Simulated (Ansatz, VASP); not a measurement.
# One calculation of SnO2, two programs

File INCAR:

```
PREC = Accurate ; ENCUT = 520
EDIFF = 1E-6 ; ISMEAR = 0
SIGMA = 0.05 ; LREAL = F
LASPH = T ; NELM = 80
ALGO = Normal ; ISIF = 2
LWAVE = F ; LCHARG = F
GGA = PE ; NBANDS = 64
```

File KPOINTS:

```
Automatic mesh
0
Gamma
  6 8 3
```

The input POSCAR:

```
SnO2
1.0
    0.0000000000     -4.8277049970      0.0000000000
    0.0000000000      0.0000000000     -3.2379909379
    9.3554099939      0.0000000000      0.0000000000
Sn O
4 8
Direct
    1.0000000000      0.0000000000      0.7241498156
    1.0000000000      0.0000000000      0.2081163120
    0.5000000000      0.5000000000      0.9821665674
    0.5000000000      0.5000000000      0.4661330638
    0.6933949136      0.0000000000      0.8823683126
    0.6933949136      0.0000000000      0.3663348090
    0.1933949136      0.5000000000      0.8239480705
    0.1933949136      0.5000000000      0.3079145669
    0.3066050864      0.0000000000      0.0498978150
    0.3066050864      0.0000000000      0.5659313187
    0.8066050864      0.5000000000      0.1083180572
    0.8066050864      0.5000000000      0.6243515608
```

Input for Ansatz:

```yaml
crystal:
  lattice:
    - [0.0, -4.827704997, 0.0]
    - [0.0, 0.0, -3.2379909379]
    - [9.3554099939, 0.0, 0.0]
  atoms:
    - { symbol: Sn, position: [1.0, 0.0, 0.7241498156] }
    - { symbol: Sn, position: [1.0, 0.0, 0.208116312] }
    - { symbol: Sn, position: [0.5, 0.5, 0.9821665674] }
    - { symbol: Sn, position: [0.5, 0.5, 0.4661330638] }
    - { symbol: O, position: [0.6933949136, 0.0, 0.8823683126] }
    - { symbol: O, position: [0.6933949136, 0.0, 0.366334809] }
    - { symbol: O, position: [0.1933949136, 0.5, 0.8239480705] }
    - { symbol: O, position: [0.1933949136, 0.5, 0.3079145669] }
    - { symbol: O, position: [0.3066050864, 0.0, 0.049897815] }
    - { symbol: O, position: [0.3066050864, 0.0, 0.5659313187] }
    - { symbol: O, position: [0.8066050864, 0.5, 0.1083180572] }
    - { symbol: O, position: [0.8066050864, 0.5, 0.6243515608] }
basis:
  ecutwfc: 420
kpoints:
  mp_grid: { grid: [6, 8, 3] }
hamiltonian:
  xc: pbe
scf:
  occupations: { method: gaussian, width: 0.05 }
output:
  forces: true
  stress: true
  eigenvalues: true
```

Alike in both runs: task single point; functional PBE; k mesh 6 × 8 × 3; occupations gaussian, width 0.05 eV; no spin polarisation.

|  | VASP | Ansatz |
| --- | --- | --- |
| version | VASP 6.6.1 | Ansatz 0.2.0 |
| potentials or method | VASP PAW PBE potentials, release 64 (Sn_d, O), cutoff 520 eV | scalar-relativistic, plane waves, PAW |
| valence electrons in the cell | 104 | 104 |

VASP gave:

| Quantity | Value |
| --- | --- |
| gap on the k mesh at the Fermi level (eV) | 0.66 |
| least direct gap on the mesh (eV) | 0.66 |
| pressure (GPa) | 7.8 |
| traceless stress, the component that is largest in VASP (GPa) | -1.86 |
| rms of the force components (eV/Å) | 1.164 |

Problem. Which values does Ansatz return?

Solution. gap on the k mesh at the Fermi level (eV): 0.68; least direct gap on the mesh (eV): 0.68; pressure (GPa): 7.2; traceless stress, the component that is largest in VASP (GPa): -1.87; rms of the force components (eV/Å): 1.159.

Atom by atom the forces differ by 0.010 eV/Å (rms over components).
